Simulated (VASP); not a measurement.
Set up this calculation in VASP 6.6.1, as the native input.

```yaml
Task: single point
Functional: LDA
Potentials_or_basis: VASP PAW LDA potentials, release 64 (Y_sv, Se)
Cutoff: 520 eV
k_mesh: 7 × 7 × 7
Occupations: fermi-dirac, width 0.03 eV
Spin: no spin polarisation
Dipole_correction: no
Further_INCAR_settings: ALGO = Normal; EDIFF = 1e-07; NBANDS = 16
```

The structure of YSe lies in POSCAR:

```
YSe
1.0
    0.0000000000      2.8557041166      2.8557041166
    2.8557041166      0.0000000000      2.8557041166
    2.8557041166      2.8557041166      0.0000000000
Y Se
1 1
Direct
    0.0000000000      0.0000000000      0.0000000000
    0.5000000000      0.5000000000      0.5000000000
```

This cell differs from its parent crystal: volume scaled by 0.98.

One way to write it, as run:

INCAR

```
SYSTEM = YSe
PREC     = Accurate       ! precision mode
ENCUT    = 520            ! plane-wave cutoff, eV
EDIFF    = 1E-7           ! SCF threshold, eV
ISMEAR   = -1             ! smearing method
SIGMA    = 0.03           ! smearing width, eV
LREAL    = .FALSE.        ! projectors in reciprocal space
LASPH    = .TRUE.         ! aspherical terms in the spheres
NELM     = 80             ! most SCF steps
ALGO     = Normal         ! electronic algorithm
ISIF     = 2              ! what is computed and relaxed
LWAVE    = .FALSE.        ! write WAVECAR
LCHARG   = .FALSE.        ! write CHGCAR
GGA      = CA             ! functional
NBANDS   = 16             ! bands
```

KPOINTS

```
regular mesh
0
G
  7 7 7
  0 0 0
```

Potentials or basis: VASP PAW LDA potentials, release 64 (Y_sv, Se).

The run is started by

```bash
$ cat potpaw_LDA.64/Y_sv/POTCAR potpaw_LDA.64/Se/POTCAR > POTCAR
$ mpirun -np 1 vasp_std > vasp.out
```

It gave:

```yaml
Pressure: -3.0 GPa
```

Run time: 18 s on 1 thread of Intel(R) Xeon(R) Platinum 8259CL CPU @ 2.50GHz (Skylake/Cascade Lake), on a shared host, peak memory 0.16 GiB.
